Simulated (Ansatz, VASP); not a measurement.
# One calculation of Sn, two programs

```
CELL_PARAMETERS angstrom
-1.71495 1.76363 2.32265
1.71495 -1.76363 2.32265
1.71495 1.76363 -2.32265
ATOMIC_POSITIONS crystal
Sn 0.00000 0.00000 0.00000
```

Alike in both runs: task single point; functional PBE0; k mesh 6 × 6 × 6; occupations fermi-dirac, width 0.05 eV; no spin polarisation.

|  | VASP | Ansatz |
| --- | --- | --- |
| version | VASP 6.6.1 | Ansatz 0.2.0 |
| potentials or method | VASP PAW PBE potentials, release 64 (Sn_d) | Ansatz PAW |
| plane-wave cutoff (eV) | 520 | 420 |
| valence electrons in the cell | 14 | 14 |

|  | VASP | Ansatz | Ansatz less VASP |
| --- | --- | --- | --- |
| gap on the k mesh at the Fermi level (eV) | none | none | - |
| pressure (GPa) | -1.0 | -0.8 | +0.20 |
| traceless stress, the component that is largest in VASP (GPa) | 5.64 | 5.69 | +0.043 |

A gap of «none» marks a metal or a gap that the smearing closes.

The k mesh is coarse, so the values compare programs but aren't converged.
